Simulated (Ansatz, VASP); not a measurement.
**CuAu: VASP beside Ansatz**

```
Au Cu
1.0
     1.42355    0.82189    4.19865
    -1.42355    0.82189    4.19865
     0.00000   -1.64378    4.19865
Au Cu
1 1
Direct
  0.00000 0.00000 0.00000
  0.50000 0.50000 0.50000
```

Change from the starting cell: volume scaled by 0.96.

Alike in both runs: task single point; functional PBEsol; k mesh 11 × 11 × 11; occupations fermi-dirac, width 0.05 eV; no spin polarisation.

|  | VASP | Ansatz |
| --- | --- | --- |
| version | VASP 6.6.1 | Ansatz 0.2.0 |
| potentials or method | VASP PAW PBE potentials, release 64 (Au, Cu), cutoff 520 eV | all-electron LAPW, scalar-relativistic |

VASP gave:

```
gap on the k mesh at the Fermi level (eV)                     : none
pressure (GPa)                                                : -2.4
traceless stress, the component that is largest in VASP (GPa) : 1.71
```

Q: Which values does Ansatz return?

A: gap on the k mesh at the Fermi level (eV): none; pressure (GPa): -2.6; traceless stress, the component that is largest in VASP (GPa): 1.57.

VASP's potentials were made for PBE, not for PBEsol. A gap of «none» marks a metal or a gap that the smearing closes. Ansatz ran all-electron here, and VASP with PAW potentials.

Spin-orbit coupling is off throughout.
